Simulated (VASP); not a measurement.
Input of a VASP 6.6.1 run:

Contents of INCAR:

```
PREC = Accurate
ENCUT = 520
EDIFF = 1E-6
ISMEAR = -1
SIGMA = 0.1
LREAL = False
LASPH = True
NELM = 80
ALGO = Normal
ISIF = 2
LWAVE = False
LCHARG = False
GGA = B5
ALDAX = 1.0
AGGAX = 1.0
AGGAC = 1.0
ALDAC = 0.0
NBANDS = 11
```

File KPOINTS:

```
Automatic mesh
0
Gamma
  17 17 17
```

The input POSCAR:

```
Ni
1.0
   -1.4401760391      1.4401760391      1.4401760391
    1.4401760391     -1.4401760391      1.4401760391
    1.4401760391      1.4401760391     -1.4401760391
Ni
1
Direct
    0.0000000000      0.0000000000      0.0000000000
```

Potentials or basis: VASP PAW PBE potentials, release 64 (Ni).

The run is started by

```bash
$ cat potpaw_PBE.64/Ni/POTCAR > POTCAR
$ mpirun -np 1 vasp_std > vasp.out
```

Q: Estimate the pressure.

A: -5.7 GPa.

Q: What does it give for the band gap on the k mesh?

A: Zero (band 5 reaches 8.68 eV, above the bottom of band 6 at 7.80 eV).

Caveat: the PAW data sets were made with another functional, which shifts forces and pressure a little; the run has no spin polarisation, though such a crystal can be magnetic. Spin polarisation is off, so any magnetic state and its effect on volume and gap are missing.
